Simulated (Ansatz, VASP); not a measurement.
**One calculation of InGa2P3, two programs**

```
In Ga P
1.0
     3.86741    0.00000    0.00000
    -1.93370    3.34927    0.00000
     0.00000    0.00000    9.47317
In Ga P
1 2 3
Direct
  0.00000 0.00000 0.00000
  0.33333 0.66667 0.66667
  0.66667 0.33333 0.33333
  0.00000 0.00000 0.50000
  0.33333 0.66667 0.16667
  0.66667 0.33333 0.83333
```

Alike in both runs: task relaxation of cell and atoms; functional PBE; k mesh 6 × 6 × 2; occupations gaussian, width 0.1 eV; no spin polarisation.

```csv
,VASP,Ansatz
version,VASP 6.6.1,Ansatz 0.2.0
potentials or method,"VASP PAW PBE potentials, release 64 (In_d, Ga_d, P), cutoff 600 eV","scalar-relativistic, plane waves, PAW"
valence electrons in the cell,54,54
```

Ansatz gave:

* gap on the k mesh at the Fermi level, each at its own relaxed structure (eV): none
* relaxed volume (Å³/atom): 18.45
* relaxed length of the cell vector where the two differ most in proportion (Å): 3.711

Question: Estimate VASP's values.

Answer: gap on the k mesh at the Fermi level, each at its own relaxed structure (eV): none; relaxed volume (Å³/atom): 18.49; relaxed length of the cell vector where the two differ most in proportion (Å): 3.717.

A gap of «none» marks a metal or a gap that the smearing closes.
